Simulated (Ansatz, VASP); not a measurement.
One calculation of GaN, two programs

```
Ga N
1.0
     3.18315    0.00000    0.00000
    -1.59157    2.75669    0.00000
     0.00000    0.00000    5.18363
Ga N
2 2
Direct
  0.33333 0.66667 0.99911
  0.66667 0.33333 0.49911
  0.33333 0.66667 0.37589
  0.66667 0.33333 0.87589
```

Alike in both runs: task single point; functional PBE; k mesh 12 × 12 × 6; no spin polarisation.

```csv
,VASP,Ansatz
version,VASP 6.6.1,Ansatz 0.2.0
potentials or method,"VASP PAW PBE potentials, release 64 (Ga_d, N)","plane waves, PAW"
plane-wave cutoff (eV),520,420
occupations,"gaussian, width 0.01 eV",fixed
valence electrons in the cell,36,36
```

VASP gave:

```
gap on the k mesh at the Fermi level (eV)                     : 1.94
pressure (GPa)                                                : 6.2
traceless stress, the component that is largest in VASP (GPa) : 0.08
```

Task: Which values does Ansatz return?

Result: gap on the k mesh at the Fermi level (eV): 1.93; pressure (GPa): 6.2; traceless stress, the component that is largest in VASP (GPa): 0.05.
